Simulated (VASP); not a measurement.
# NiO (Fm-3m) in VASP: notebook

The runs below take NiO through single point, with LDA+U.

Everything below comes from runs of VASP 6.6.1. Logs are shortened: lines on timing, memory, paths and dates and some standing lists are left out, and cuts for length are marked.

### Step 1. The cell of the first run

It takes space group Fm-3m (No. 225, cubic). The conventional cell has a = 4.183 Å, b = 4.183 Å, c = 4.183 Å, α = 90.00°, β = 90.00°, γ = 90.00°. Ni (site symmetry m-3m) has 6 O at 2.09 Å within 2.8 Å. Within 2.8 Å of O (site symmetry m-3m) lie 6 Ni at 2.09 Å.

### Step 2. Single point, LDA+U, collinear spin, ferromagnetic start

INCAR reads:

```
PREC = Accurate
ENCUT = 700
EDIFF = 1E-6
ISMEAR = 0
SIGMA = 0.05
LREAL = False
LASPH = True
NELM = 200
ALGO = Normal
ISIF = 2
LWAVE = False
LCHARG = False
ISPIN = 2
MAGMOM = 0.5 0
LORBIT = 11
LMAXMIX = 4
LDAU = True
LDAUTYPE = 2
LDAUL = 2 -1
LDAUU = 4.2 0
LDAUJ = 0 0
LDAUPRINT = 1
GGA = CA
NBANDS = 23
GGA_COMPAT = False
```

KPOINTS reads:

```
regular mesh
0
Gamma
  12 12 12
```

POSCAR reads:

```
NiO
1.0
    0.0000000000      2.0913095126      2.0913095126
    2.0913095126      0.0000000000      2.0913095126
    2.0913095126      2.0913095126      0.0000000000
Ni O
1 1
Direct
    0.0000000000      0.0000000000      0.0000000000
    0.5000000000      0.5000000000      0.5000000000
```

Potentials or basis: VASP PAW LDA potentials, release 64 (Ni_sv_GW, O).

On the command line:

```console
cat potpaw_LDA.64/Ni_sv_GW/POTCAR potpaw_LDA.64/O/POTCAR > POTCAR
mpirun -np 1 vasp_std > vasp.out
```

OUTCAR:

```text
PREC = Accurate
   ENCUT = 700
   EDIFF = 1E-6
   ISMEAR = 0
   LREAL = False
   LASPH = True
   NELM = 200
   ISIF = 2
   ISPIN = 2
   LORBIT = 11
   GGA = CA

 ion  position               nearest neighbor table
   1  0.000  0.000  0.000-   2 2.09   2 2.09   2 2.09   2 2.09   2 2.09   2 2.09
   2  0.500  0.500  0.500-   1 2.09   1 2.09   1 2.09   1 2.09   1 2.09   1 2.09

  LATTYP: Found a face centered cubic cell.
 ALAT       =     4.1826190252

  Lattice vectors:

 A1 = (   0.0000000000,   2.0913095126,   2.0913095126)
 A2 = (   2.0913095126,   0.0000000000,   2.0913095126)
 A3 = (   2.0913095126,   2.0913095126,   0.0000000000)

Analysis of symmetry for initial positions (statically):
=====================================================================
 Subroutine PRICEL returns:
 Original cell was already a primitive cell.

 Routine SETGRP: Setting up the symmetry group for a
 face centered cubic supercell.

 Subroutine GETGRP returns: Found 48 space group operations
 (whereof 48 operations were pure point group operations)
 out of a pool of 48 trial point group operations.

The static configuration has the point symmetry O_h .

Analysis of symmetry for dynamics (positions and initial velocities):
=====================================================================
 Subroutine PRICEL returns:
 Original cell was already a primitive cell.

 Routine SETGRP: Setting up the symmetry group for a
 face centered cubic supercell.

 Subroutine GETGRP returns: Found 48 space group operations
 (whereof 48 operations were pure point group operations)
 out of a pool of 48 trial point group operations.

The dynamic configuration has the point symmetry O_h .

Analysis of structural, dynamic, and magnetic symmetry:
=====================================================================
 Subroutine PRICEL returns:
 Original cell was already a primitive cell.

 Routine SETGRP: Setting up the symmetry group for a
 face centered cubic supercell.

 Subroutine GETGRP returns: Found 48 space group operations
 (whereof 48 operations were pure point group operations)
 out of a pool of 48 trial point group operations.

The overall configuration has the point symmetry O_h .

 Subroutine INISYM returns: Found 48 space group operations
 (whereof 48 operations are pure point group operations),
 and found     1 'primitive' translations

----------------------------------------------------------------------------------------

                                     Primitive cell

  volume of cell :      18.2930

  direct lattice vectors                    reciprocal lattice vectors
     0.000000000  2.091309513  2.091309513    -0.239084649  0.239084649  0.239084649
     2.091309513  0.000000000  2.091309513     0.239084649 -0.239084649  0.239084649
     2.091309513  2.091309513  0.000000000     0.239084649  0.239084649 -0.239084649

  length of vectors
     2.957558276  2.957558276  2.957558276     0.414106759  0.414106759  0.414106759

  position of ions in fractional coordinates (direct lattice)
     0.000000000  0.000000000  0.000000000
     0.500000000  0.500000000  0.500000000

  ion indices of the primitive-cell ions
   primitive index   ion index
                 1           1
                 2           2

----------------------------------------------------------------------------------------

 KPOINTS: regular mesh

Automatic generation of k-mesh.
 Grid dimensions read from file:
 generate k-points for:   12   12   12

[... 64 lines left out ...]
   LREAL  =      F    real-space projection
   EDIFFG = 0.1E-04   stopping-criterion for IOM
   NSW    =      0    number of steps for IOM
   IBRION =     -1    ionic relax: 0-MD 1-quasi-New 2-CG
   NFREE  =      0    steps in history (QN), initial steepest desc. (CG)
   ISIF   =      2    stress and relaxation
   ISYM   =      2    0-nonsym 1-usesym 2-fastsym
   POTIM  = 0.5000    time-step for ionic-motion
   TEBEG  =    0.0;   TEEND  =   0.0 temperature during run
   PSTRESS=    0.0 pullay stress
   NELECT =      24.0000    total number of electrons
   NUPDOWN=      -1.0000    fix difference up-down
   EMIN   =  10.00;   EMAX   =-10.00  energy-range for DOS
   EFERMI =   0.00;   METHOD = LEGACY
   ISMEAR =     0;   SIGMA  =   0.05  broadening in eV -4-tet -1-fermi 0-gaus
   EFERMI_NEDOS =   21; number of points for ismear=-14 and -15
   IALGO  =     38    algorithm
   IMIX   =      4    mixing-type and parameters
     AMIX     =   0.40;   BMIX     =  1.00
     AMIX_MAG =   1.60;   BMIX_MAG =  1.00
  volume/ion in A,a.u.               =       9.15        61.72
  Fermi-wavevector in a.u.,A,eV,Ry     =   1.792188  3.386745 43.701074  3.211938
  Thomas-Fermi vector in A             =   2.854603
   LORBIT       =     11    0 simple, 1 ext, 2 COOP (PROOUT), +10 PAW based schemes
 LDA+U is selected, type is set to LDAUTYPE =  2
   angular momentum for each species LDAUL =     2   -1
   U (eV)           for each species LDAUU =   4.2  0.0
   J (eV)           for each species LDAUJ =   0.0  0.0
   GGA     = CA    functional components
   LHFCALC =     F    Hartree Fock is set to
   AEXX    =    0.0000 exact exchange contribution
   IVDW    =     0    specifies the selected vdW correction
   LEPSILON=     F    determine dielectric tensor
   LRPA    =     F    only Hartree local field effects (RPA)
 spin polarized calculation
 Gauss-broadening in eV      SIGMA  =   0.05
  energy-cutoff  :      700.00
  volume of cell :       18.29
 maximum number of plane-waves:       781
 NGX is ok and might be reduce to    28

atom =   1  type =  1  l = 2

 onsite density matrix

spin component  1

  0.9324 -0.0000  0.0000 -0.0000 -0.0000
 -0.0000  0.9324 -0.0000 -0.0000 -0.0000
  0.0000 -0.0000  0.9654  0.0000  0.0000
 -0.0000 -0.0000  0.0000  0.9324  0.0000
 -0.0000 -0.0000  0.0000  0.0000  0.9654

spin component  2

  0.9224 -0.0000  0.0000 -0.0000  0.0000
 -0.0000  0.9224  0.0000  0.0000  0.0000
  0.0000  0.0000  0.1383 -0.0000  0.0000
 -0.0000  0.0000 -0.0000  0.9224 -0.0000
  0.0000  0.0000  0.0000 -0.0000  0.1383

 occupancies and eigenvectors

  o =  0.1383  v =  0.0000  0.0000  0.0000  0.0000  0.0000  0.0000 -0.0000  0.9754 -0.0000  0.2204      0.0000  0.0000  0.0000  0.0000  0.0000  0.0000  0.0000  0.0000  0.0000  0.0000
  o =  0.1383  v =  0.0000  0.0000  0.0000  0.0000  0.0000  0.0000  0.0000  0.2204  0.0000 -0.9754      0.0000  0.0000  0.0000  0.0000  0.0000  0.0000  0.0000  0.0000  0.0000  0.0000
  o =  0.9224  v =  0.0000  0.0000  0.0000  0.0000  0.0000  0.0000  0.9895  0.0000  0.1443  0.0000      0.0000  0.0000  0.0000  0.0000  0.0000  0.0000  0.0000  0.0000  0.0000  0.0000
  o =  0.9224  v =  0.0000  0.0000  0.0000  0.0000  0.0000  0.0000  0.1443 -0.0000 -0.9895 -0.0000      0.0000  0.0000  0.0000  0.0000  0.0000  0.0000  0.0000  0.0000  0.0000  0.0000
  o =  0.9224  v =  0.0000  0.0000  0.0000  0.0000  0.0000  1.0000  0.0000  0.0000  0.0000  0.0000      0.0000  0.0000  0.0000  0.0000  0.0000  0.0000  0.0000  0.0000  0.0000  0.0000
  o =  0.9324  v =  0.0000 -0.6071 -0.0000  0.7946 -0.0000  0.0000  0.0000  0.0000  0.0000  0.0000      0.0000  0.0000  0.0000  0.0000  0.0000  0.0000  0.0000  0.0000  0.0000  0.0000
  o =  0.9324  v =  0.0000 -0.7946  0.0000 -0.6071 -0.0000  0.0000  0.0000  0.0000  0.0000  0.0000      0.0000  0.0000  0.0000  0.0000  0.0000  0.0000  0.0000  0.0000  0.0000  0.0000
  o =  0.9324  v =  1.0000  0.0000  0.0000  0.0000  0.0000  0.0000  0.0000  0.0000  0.0000  0.0000      0.0000  0.0000  0.0000  0.0000  0.0000  0.0000  0.0000  0.0000  0.0000  0.0000
  o =  0.9654  v =  0.0000 -0.0000 -0.9913 -0.0000 -0.1315  0.0000  0.0000  0.0000  0.0000  0.0000      0.0000  0.0000  0.0000  0.0000  0.0000  0.0000  0.0000  0.0000  0.0000  0.0000
  o =  0.9654  v =  0.0000  0.0000  0.1315 -0.0000 -0.9913  0.0000  0.0000  0.0000  0.0000  0.0000      0.0000  0.0000  0.0000  0.0000  0.0000  0.0000  0.0000  0.0000  0.0000  0.0000

 number of electron      24.0000000 magnetization       2.0001073

 Free energy of the ion-electron system (eV)
  ---------------------------------------------------
  ext. energy  EPLUGINS =         0.00000000
  ---------------------------------------------------
  free energy    TOTEN  =       -12.21980903 eV

  energy without entropy =      -12.21980903  energy(sigma->0) =      -12.21980903

 E-fermi :   6.6922     XC(G=0): -13.5466

 val. band max:        6.1326982035   @ k =   0.5000   0.0000   0.0000
 cond. band min:       7.0269797113   @ k =   0.0000   0.0000   0.0000
 fundamental gap:      0.8942815078
 Fermi energy:         6.6921707406

 spin component 1

 k-point     1 :       0.0000    0.0000    0.0000
  band No.  band energies     occupation
      1     -96.9033      1.00000
      2     -57.8765      1.00000
      3     -57.8765      1.00000
      4     -57.8765      1.00000
      5     -13.2631      1.00000
      6       1.4496      1.00000
[... 1241 lines left out ...]
     22      36.9971      0.00000
     23      37.3168      0.00000

 [... further k-points ...]

------------------------ aborting loop because EDIFF is reached ----------------------------------------

  FORCE on cell =-STRESS in cart. coord.  units (eV):
  Direction    XX          YY          ZZ          XY          YZ          ZX
  --------------------------------------------------------------------------------------
  -------------------------------------------------------------------------------------
  Total       -1.1908418     -1.1908418     -1.1908418      0.0000000      0.0000000      0.0000000
  in kB     -104.2988972   -104.2988972   -104.2988972      0.0000000      0.0000000      0.0000000
  external PRESSURE =    -104.2988972 kB  Pullay stress =       0.0000000 kB

 VOLUME and BASIS-vectors are now :
 -----------------------------------------------------------------------------
  energy-cutoff  :      700.00
  volume of cell :       18.29
      direct lattice vectors                 reciprocal lattice vectors
     0.000000000  2.091309513  2.091309513    -0.239084649  0.239084649  0.239084649
     2.091309513  0.000000000  2.091309513     0.239084649 -0.239084649  0.239084649
     2.091309513  2.091309513  0.000000000     0.239084649  0.239084649 -0.239084649

 POSITION                                       TOTAL-FORCE (eV/Angst)
 -----------------------------------------------------------------------------------
      0.00000      0.00000      0.00000        -0.000000     -0.000000     -0.000000
      2.09131      2.09131      2.09131         0.000000      0.000000      0.000000
 -----------------------------------------------------------------------------------
    total drift:                               -0.000000      0.000000      0.000000

  FREE ENERGIE OF THE ION-ELECTRON SYSTEM (eV)
  ---------------------------------------------------
  free  energy   TOTEN  =       -12.2198090259 eV

  energy  without entropy=      -12.2198090259  energy(sigma->0) =      -12.21980903

 total charge

# of ion       s       p       d       f       tot
--------------------------------------------------
    1        2.160   6.227   7.744   0.010  16.141
    2        1.532   3.450   0.000   0.000   4.983
--------------------------------------------------
tot          3.692   9.677   7.744   0.010  21.124

 magnetization (x)

# of ion       s       p       d       f       tot
--------------------------------------------------
    1        0.008   0.012   1.682   0.001   1.704
    2        0.027   0.223   0.000   0.000   0.250
--------------------------------------------------
tot          0.035   0.235   1.682   0.001   1.953
```

Wall time 96 s (1 thread of AMD EPYC 9R45 (Zen 5), shared host); peak memory 0.19 GiB.

What came out:

- Free energy: -12.2198 eV
- Pressure: -10.4 GPa
- Band gap on the k mesh: 0.89 eV (least direct gap 1.84 eV)
- Net moment: 2.00 μB per cell
- Site moments: Ni +1.70; O +0.25 μB
- Valence electrons inside the program's atomic spheres: Ni 16.14; O 4.98

Eigenvalues of the final occupation matrices:
```tsv
site	spin	trace	eigenvalues
site 1 d	1	4.73	0.93 0.93 0.93 0.97 0.97
site 1 d	2	3.04	0.14 0.14 0.92 0.92 0.92
```

Caveat: the cell stands under tension; a cell with one magnetic atom can't hold antiferromagnetic order, which such compounds often take.

### Step 3. Single point, LDA+U, collinear spin, antiferromagnetic start

This run uses another cell than the first one: it holds 4 atoms, not 2.

INCAR reads:

```
SYSTEM = NiO
  ALGO = Normal
  EDIFF = 1E-6
  ENCUT = 700
  GGA_COMPAT = .FALSE.
  ISIF = 2
  ISMEAR = 0
  ISPIN = 2
  LASPH = .TRUE.
  LCHARG = .FALSE.
  LDAU = .TRUE.
  LDAUJ = 0 0
  LDAUL = 2 -1
  LDAUPRINT = 1
  LDAUTYPE = 2
  LDAUU = 4.2 0
  LMAXMIX = 4
  LORBIT = 11
  LREAL = .FALSE.
  LWAVE = .FALSE.
  MAGMOM = 2 -2 0 0
  NBANDS = 36
  NELM = 200
  PREC = Accurate
  SIGMA = 0.05
```

KPOINTS reads:

```
k-points
0
G
  6 6 6
  0 0 0
```

POSCAR reads:

```
NiO
1.0
    0.0000000000      2.0913095126      2.0913095126
    2.0913095126      0.0000000000      2.0913095126
    4.1826190252      4.1826190252      0.0000000000
Ni O
2 2
Direct
    0.0000000000      0.0000000000      0.0000000000
    0.0000000000      0.0000000000      0.5000000000
    0.5000000000      0.5000000000      0.2500000000
    0.5000000000      0.5000000000      0.7500000000
```

Potentials or basis: VASP PAW LDA potentials, release 64 (Ni_sv_GW, O).

On the command line:

```console
cat potpaw_LDA.64/Ni_sv_GW/POTCAR potpaw_LDA.64/O/POTCAR > POTCAR
mpirun -np 1 vasp_std > vasp.out
```

It took 1.9 min on 1 thread of Intel Xeon 6975P-C (Granite Rapids), shared host; peak memory 0.24 GiB.

Results (log left out):

```yaml
Free_energy: -24.7583 eV
Pressure: -13.6 GPa
Band_gap_on_the_k_mesh: 2.51 eV
Net_moment: 0.00 μB per cell
Site_moments: Ni +1.60, -1.60; O +0.00 μB
Valence_electrons_inside_the_program's_atomic_spheres: Ni 16.16; O 4.97
```

Stress tensor (GPa, compression positive):
```
-13.64  -0.20   0.20
 -0.20 -13.64   0.20
  0.20   0.20 -13.64
```

Levels at points of the mesh, in eV from the valence-band top:
Spin up:
```tsv
k point	band 21	band 22	band 23	band 24	band 25	band 26	band 27	band 28
(0.00, 0.00, 0.00)	-1.37	-0.95	-0.80	-0.80	2.91	3.35	3.35	6.76
(0.50, 0.00, 0.00)	-1.38	-0.82	-0.61	-0.43	3.48	3.62	6.76	7.29
(0.00, 0.00, 0.50)	-1.29	-1.12	0.00	0.00	3.04	3.04	5.57	5.68
(0.50, 0.00, 0.50)	-0.94	-0.86	-0.76	-0.46	3.09	3.13	8.63	8.81
```
Spin down:
```tsv
k point	band 20	band 21	band 22	band 23	band 24	band 25	band 26	band 27	band 28	band 29
(0.00, 0.00, 0.00)	-1.38	-1.37	-0.95	-0.80	-0.80	2.91	3.35	3.35	6.76	11.28
(0.50, 0.00, 0.00)	-1.62	-1.38	-0.82	-0.61	-0.43	3.48	3.62	6.76	7.29	11.28
(0.00, 0.00, 0.50)	-1.29	-1.29	-1.12	0.00	0.00	3.04	3.04	5.57	5.68	13.13
(0.50, 0.00, 0.50)	-1.53	-0.94	-0.86	-0.76	-0.46	3.09	3.13	8.63	8.81	10.86
```

Eigenvalues of the final occupation matrices:
| site | spin | trace | eigenvalues |
| --- | --- | --- | --- |
| site 1 d | 1 | 4.70 | 0.93 0.93 0.93 0.95 0.95 |
| site 1 d | 2 | 3.09 | 0.16 0.16 0.92 0.92 0.92 |
| site 2 d | 1 | 3.09 | 0.16 0.16 0.92 0.92 0.92 |
| site 2 d | 2 | 4.70 | 0.93 0.93 0.93 0.95 0.95 |

Caveat: the cell stands under tension. A k mesh can miss the band edges.
